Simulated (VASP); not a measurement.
A run of VASP 6.6.1 is set up as follows.

File INCAR:

```
PREC     = Accurate       # precision mode
ENCUT    = 500            # plane-wave cutoff, eV
EDIFF    = 1E-6           # SCF threshold, eV
ISMEAR   = 0              # smearing method
SIGMA    = 0.01           # smearing width, eV
LREAL    = F              # projectors in reciprocal space
LASPH    = T              # aspherical terms in the spheres
NELM     = 120            # most SCF steps
ALGO     = Normal         # electronic algorithm
ISIF     = 2              # what is computed and relaxed
LWAVE    = F              # write WAVECAR
LCHARG   = F              # write CHGCAR
GGA      = PE             # functional
NBANDS   = 15             # bands
GGA_COMPAT= F
```

Contents of KPOINTS:

```
Automatic mesh
0
Gamma
  2 2 2
```

The input POSCAR:

```
KBr
1.0
    4.6669050000      0.0000000000      0.0000000000
    2.3334525000      4.0416582870      0.0000000000
    2.3334525000      1.3472194290      3.8105119760
K Br
1 1
Direct
    0.0000000000      0.0000000000      0.0000000000
    0.5000000000      0.5000000000      0.5000000000
```

Potentials or basis: VASP PAW PBE potentials, release 64 (K_sv, Br).

The run is started by

```bash
$ cat potpaw_PBE.64/K_sv/POTCAR potpaw_PBE.64/Br/POTCAR > POTCAR
$ mpirun -np 1 vasp_std > vasp.out
```

Question: What does it give for the pressure?

Answer: 1.3 GPa.

Question: Estimate the band gap on the k mesh.

Answer: 4.40 eV, direct.

Caveat: the k points lie up to 0.82 Å⁻¹ apart. A hybrid or GW would open this gap; PBE tends to underestimate it.
